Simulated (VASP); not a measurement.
# CdTe in VASP: a series of runs, part 2 of 2

VASP 6.6.1. The steps go on from the part before.

## Step 3: Single point, PBEsol, collinear spin, ferromagnetic start

This run uses another cell than the first one, of 137.59 Å³/atom, 1.074 times its volume.

The input, INCAR:

```
  ALGO = Normal
  EDIFF = 1E-6
  ENCUT = 520
  GGA = PS
  ISIF = 2
  ISMEAR = 0
  ISPIN = 2
  LASPH = T
  LCHARG = F
  LORBIT = 11
  LREAL = F
  LWAVE = F
  MAGMOM = 0.5 0.5 0.5 0.5
  NBANDS = 30
  NELM = 150
  PREC = Accurate
  SIGMA = 0.05
```

The input, KPOINTS:

```
k-points
0
Gamma
  1 1 13
```

The input, POSCAR:

```
CdTe
1.0
   11.7000000000      0.0000000000      0.0000000000
    0.0000000000      9.3000000000      0.0000000000
    0.0000000000      0.0000000000      5.0579422051
Cd Te
2 2
Direct
    0.3865205274      0.5000000000      0.0000000000
    0.6134794726      0.5000000000      0.5000000000
    0.3865205274      0.5000000000      0.5000000000
    0.6134794726      0.5000000000      0.0000000000
```

Potentials or basis: VASP PAW PBE potentials, release 64 (Cd, Te).

Command:

```bash
$ cat potpaw_PBE.64/Cd/POTCAR potpaw_PBE.64/Te/POTCAR > POTCAR
$ mpirun -np 1 vasp_std > vasp.out
```

OUTCAR:

```text
EDIFF = 1E-6
   ENCUT = 520
   GGA = PS
   ISIF = 2
   ISMEAR = 0
   ISPIN = 2
   LASPH = T
   LORBIT = 11
   LREAL = F
   NELM = 150
   PREC = Accurate

 ion  position               nearest neighbor table
   1  0.387  0.500  0.000-   3 2.53   3 2.53   4 2.66   2 3.67   2 3.67
   2  0.613  0.500  0.500-   4 2.53   4 2.53   3 2.66   1 3.67   1 3.67
   3  0.387  0.500  0.500-   1 2.53   1 2.53   2 2.66   4 3.67   4 3.67
   4  0.613  0.500  0.000-   2 2.53   2 2.53   1 2.66   3 3.67   3 3.67

  LATTYP: Found a simple orthorhombic cell.
 ALAT       =     5.0579422051
 B/A-ratio  =     1.8386924213
 C/A-ratio  =     2.3131936913

  Lattice vectors:

 A1 = (   0.0000000000,   0.0000000000,  -5.0579422051)
 A2 = (   0.0000000000,   9.3000000000,   0.0000000000)
 A3 = (  11.7000000000,   0.0000000000,   0.0000000000)

Analysis of symmetry for initial positions (statically):
=====================================================================
 Subroutine PRICEL returns:
 Original cell was already a primitive cell.

 Routine SETGRP: Setting up the symmetry group for a
 simple orthorhombic supercell.

 Subroutine GETGRP returns: Found  8 space group operations
 (whereof  4 operations were pure point group operations)
 out of a pool of  8 trial point group operations.

The static configuration has the point symmetry C_2v.
 The point group associated with its full space group is D_2h.

Analysis of symmetry for dynamics (positions and initial velocities):
=====================================================================
 Subroutine PRICEL returns:
 Original cell was already a primitive cell.

 Routine SETGRP: Setting up the symmetry group for a
 simple orthorhombic supercell.

 Subroutine GETGRP returns: Found  8 space group operations
 (whereof  4 operations were pure point group operations)
 out of a pool of  8 trial point group operations.

The dynamic configuration has the point symmetry C_2v.
 The point group associated with its full space group is D_2h.

Analysis of structural, dynamic, and magnetic symmetry:
=====================================================================
 Subroutine PRICEL returns:
 Original cell was already a primitive cell.

 Routine SETGRP: Setting up the symmetry group for a
 simple orthorhombic supercell.

 Subroutine GETGRP returns: Found  8 space group operations
 (whereof  4 operations were pure point group operations)
 out of a pool of  8 trial point group operations.

The overall configuration has the point symmetry C_2v.
 The point group associated with its full space group is D_2h.

 Subroutine INISYM returns: Found  8 space group operations
 (whereof  4 operations are pure point group operations),
 and found     1 'primitive' translations

----------------------------------------------------------------------------------------

                                     Primitive cell

  volume of cell :     550.3547

  direct lattice vectors                    reciprocal lattice vectors
[... 69 lines left out ...]
   LSORBIT =      F    spin-orbit coupling
   LASPH  =      T    aspherical Exc in radial PAW
   ENCUT  =  520.0 eV  38.22 Ry    6.18 a.u.  21.75 17.29  9.40*2*pi/ulx,y,z
   NELM   =    150;   NELMIN=  2; NELMDL= -5     # of ELM steps
   EDIFF  = 0.1E-05   stopping-criterion for ELM
   LREAL  =      F    real-space projection
   EDIFFG = 0.1E-04   stopping-criterion for IOM
   NSW    =      0    number of steps for IOM
   IBRION =     -1    ionic relax: 0-MD 1-quasi-New 2-CG
   NFREE  =      0    steps in history (QN), initial steepest desc. (CG)
   ISIF   =      2    stress and relaxation
   ISYM   =      2    0-nonsym 1-usesym 2-fastsym
   POTIM  = 0.5000    time-step for ionic-motion
   TEBEG  =    0.0;   TEEND  =   0.0 temperature during run
   PSTRESS=    0.0 pullay stress
   NELECT =      36.0000    total number of electrons
   NUPDOWN=      -1.0000    fix difference up-down
   EMIN   =  10.00;   EMAX   =-10.00  energy-range for DOS
   EFERMI =   0.00;   METHOD = LEGACY
   ISMEAR =     0;   SIGMA  =   0.05  broadening in eV -4-tet -1-fermi 0-gaus
   EFERMI_NEDOS =   21; number of points for ismear=-14 and -15
   IALGO  =     38    algorithm
   IMIX   =      4    mixing-type and parameters
     AMIX     =   0.40;   BMIX     =  1.00
     AMIX_MAG =   1.60;   BMIX_MAG =  1.00
  volume/ion in A,a.u.               =     137.59       928.49
  Fermi-wavevector in a.u.,A,eV,Ry     =   0.659621  1.246504  5.919901  0.435100
  Thomas-Fermi vector in A             =   1.731814
   LORBIT       =     11    0 simple, 1 ext, 2 COOP (PROOUT), +10 PAW based schemes
   GGA     = PS    functional components
   LHFCALC =     F    Hartree Fock is set to
   AEXX    =    0.0000 exact exchange contribution
   IVDW    =     0    specifies the selected vdW correction
   LEPSILON=     F    determine dielectric tensor
   LRPA    =     F    only Hartree local field effects (RPA)
 spin polarized calculation
 Gauss-broadening in eV      SIGMA  =   0.05
  energy-cutoff  :      520.00
  volume of cell :      550.35
 maximum number of plane-waves:     14867
 NGX is ok and might be reduce to    90
   NGX = 43   NGY = 35   NGZ = 19

 number of electron      36.0000007 magnetization      -0.0000618

 number of electron      36.0000007 magnetization       0.0000378

 Free energy of the ion-electron system (eV)
  ---------------------------------------------------
  ext. energy  EPLUGINS =         0.00000000
  ---------------------------------------------------
  free energy    TOTEN  =        -7.49022256 eV

  energy without entropy =       -7.49022256  energy(sigma->0) =       -7.49022256

 E-fermi :  -2.9382     XC(G=0):  -2.9902

 val. band max:       -3.2141150744   @ k =   0.0000   0.0000   0.3077
 cond. band min:      -2.2875054951   @ k =   0.0000   0.0000   0.0000
 fundamental gap:      0.9266095793
 Fermi energy:        -2.9382170081

 spin component 1

 k-point     1 :       0.0000    0.0000    0.0000
  band No.  band energies     occupation
      1     -15.2008      1.00000
      2     -14.6892      1.00000
      3     -12.0512      1.00000
      4     -11.9529      1.00000
      5     -11.8464      1.00000
      6     -11.7856      1.00000
[... 220 lines left out ...]
     29       3.5476      0.00000
     30       3.5587      0.00000
 Fermi energy:        -2.9382170081

 spin component 2

 k-point     1 :       0.0000    0.0000    0.0000
  band No.  band energies     occupation
      1     -15.2008      1.00000
      2     -14.6892      1.00000
      3     -12.0512      1.00000
      4     -11.9529      1.00000
      5     -11.8464      1.00000
      6     -11.7856      1.00000
[... 220 lines left out ...]
     29       3.5478      0.00000
     30       3.5598      0.00000

------------------------ aborting loop because EDIFF is reached ----------------------------------------

  FORCE on cell =-STRESS in cart. coord.  units (eV):
  Direction    XX          YY          ZZ          XY          YZ          ZX
  --------------------------------------------------------------------------------------
  -------------------------------------------------------------------------------------
  Total        6.9187627      0.0566675     18.0264760      0.0000000      0.0000000      0.0000000
  in kB       20.1417104      0.1649690     52.4781774      0.0000000      0.0000000      0.0000000
  external PRESSURE =      24.2616189 kB  Pullay stress =       0.0000000 kB

 VOLUME and BASIS-vectors are now :
 -----------------------------------------------------------------------------
  energy-cutoff  :      520.00
  volume of cell :      550.35
      direct lattice vectors                 reciprocal lattice vectors
    11.700000000  0.000000000  0.000000000     0.085470085  0.000000000  0.000000000
     0.000000000  9.300000000  0.000000000     0.000000000  0.107526882  0.000000000
     0.000000000  0.000000000  5.057942205     0.000000000  0.000000000  0.197708863

 POSITION                                       TOTAL-FORCE (eV/Angst)
 -----------------------------------------------------------------------------------
      4.52229      4.65000      0.00000        -0.983875      0.000000      0.000000
      7.17771      4.65000      2.52897         0.983875      0.000000      0.000000
      4.52229      4.65000      2.52897        -1.635266      0.000000      0.000000
      7.17771      4.65000      0.00000         1.635266      0.000000      0.000000
 -----------------------------------------------------------------------------------
    total drift:                                0.000000      0.000000      0.000000

  FREE ENERGIE OF THE ION-ELECTRON SYSTEM (eV)
  ---------------------------------------------------
  free  energy   TOTEN  =        -7.4902225589 eV

  energy  without entropy=       -7.4902225589  energy(sigma->0) =       -7.49022256

 total charge

# of ion       s       p       d       tot
------------------------------------------
    1        0.542   0.356   9.543  10.441
    2        0.542   0.356   9.543  10.441
    3        1.352   2.133   0.035   3.520
    4        1.352   2.133   0.035   3.520
--------------------------------------------------
tot          3.788   4.978  19.155  27.921

 magnetization (x)

# of ion       s       p       d       tot
------------------------------------------
    1        0.000   0.000  -0.000  -0.000
    2        0.000   0.000  -0.000  -0.000
    3       -0.000  -0.000  -0.000  -0.000
    4       -0.000  -0.000  -0.000  -0.000
--------------------------------------------------
tot         -0.000  -0.000  -0.000  -0.000
```

It took 5.8 min on 1 thread of Intel Xeon 6975P-C, shared host; peak memory 0.81 GiB.

What came out:

| Property | Result |
| --- | --- |
| Free energy | -7.4902 eV |
| Largest force | 1.635 eV/Å |
| Band gap on the k mesh | 0.93 eV, indirect (least direct gap 1.52 eV) |
| Net moment | 0.00 μB per cell |
| Valence electrons inside the program's atomic spheres | Cd 10.44; Te 3.52 |

Forces in eV/Å, atoms in the order of the input:
```
Cd  -0.984  0.000  0.000
Cd   0.984  0.000  0.000
Te  -1.635  0.000  0.000
Te   1.635  0.000  0.000
```

Caveat: the PAW data sets were made with another functional, which shifts forces and pressure a little; spin-orbit coupling is left out, which moves the levels of the heavy elements.
